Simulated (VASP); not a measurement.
Set up this calculation in VASP 6.6.1, as the native input.

| Quantity | Value |
| --- | --- |
| Task | single point |
| Functional | PBE |
| Potentials or basis | VASP PAW PBE potentials, release 64 (Mg, Be, S) |
| Cutoff | 520 eV |
| k mesh | 4 × 4 × 4 |
| Occupations | gaussian, width 0.1 eV |
| Spin | no spin polarisation |
| Dipole correction | no |
| Further INCAR settings | ALGO = Normal; EDIFF = 1e-06; NBANDS = 21 |

The structure of MgBe2S3 lies in POSCAR:

```
MgBe2S3
1.0
    2.2193914351     -7.3242847580      0.0000000000
    2.2193914351      7.3242847580      0.0000000000
    0.0000000000      0.0000000000      3.0996863112
Mg Be S
1 2 3
Direct
    0.0000000000      0.0000000000      0.0000000000
    0.5000000000      0.0000000000      0.5000000000
    0.0000000000      0.5000000000      0.5000000000
    0.8226741488      0.1773258512      0.0000000000
    0.1773258512      0.8226741488      0.0000000000
    0.5000000000      0.5000000000      0.5000000000
```

The input as run:

INCAR

```
SYSTEM = MgBe2S3
ALGO = Normal
EDIFF = 1E-6
ENCUT = 520
GGA = PE
ISIF = 2
ISMEAR = 0
LASPH = .True.
LCHARG = .False.
LREAL = .False.
LWAVE = .False.
NBANDS = 21
NELM = 80
PREC = Accurate
SIGMA = 0.1
```

KPOINTS

```
k-points
0
Gamma
  4 4 4
  0 0 0
```

Potentials or basis: VASP PAW PBE potentials, release 64 (Mg, Be, S).

The run is started by

```sh
$ cat potpaw_PBE.64/Mg/POTCAR potpaw_PBE.64/Be/POTCAR potpaw_PBE.64/S/POTCAR > POTCAR
$ mpirun -np 1 vasp_std > vasp.out
```

Results of the run:

- Pressure: -0.2 GPa
- Largest force: 0.018 eV/Å
- Band gap on the k mesh: zero (band 12 reaches 4.91 eV, above the bottom of band 13 at 4.28 eV)

Caveat: the k points lie up to 0.51 Å⁻¹ apart.

Run time: 24 s on 1 thread of Intel(R) Xeon(R) 6975P-C (Granite Rapids), with other jobs on the host, peak memory 0.29 GiB.
